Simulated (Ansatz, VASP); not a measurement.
One calculation of GaN, two programs

```
Ga N
1.0
    -0.01001    2.28531    2.29012
     2.22238    0.00971    2.27040
     2.24139    2.28459   -0.00929
Ga N
1 1
Direct
  0.98553 0.96497 0.01388
  0.75248 0.70351 0.76848
```

Alike in both runs: task single point; functional PBEsol; k mesh 6 × 6 × 6; no spin polarisation.

```csv
,VASP,Ansatz
version,VASP 6.6.1,Ansatz 0.2.0
potentials or method,"VASP PAW PBE potentials, release 64 (Ga_d, N), cutoff 520 eV","plane waves, PAW"
occupations,"gaussian, width 0.01 eV",fixed
valence electrons in the cell,18,18
```

Ansatz gave:

```
pressure (GPa)                                                : -3.9
traceless stress, the component that is largest in VASP (GPa) : 4.69
rms of the force components (eV/Å)                            : 0.392
```

Problem. Estimate VASP's values.

Solution. Pressure (GPa): -4.0; traceless stress, the component that is largest in VASP (GPa): 4.62; rms of the force components (eV/Å): 0.386.

VASP's potentials were made for PBE, not for PBEsol. Atom by atom the forces differ by 0.007 eV/Å (rms over components). Ansatz's warnings: stress scf threshold loose.
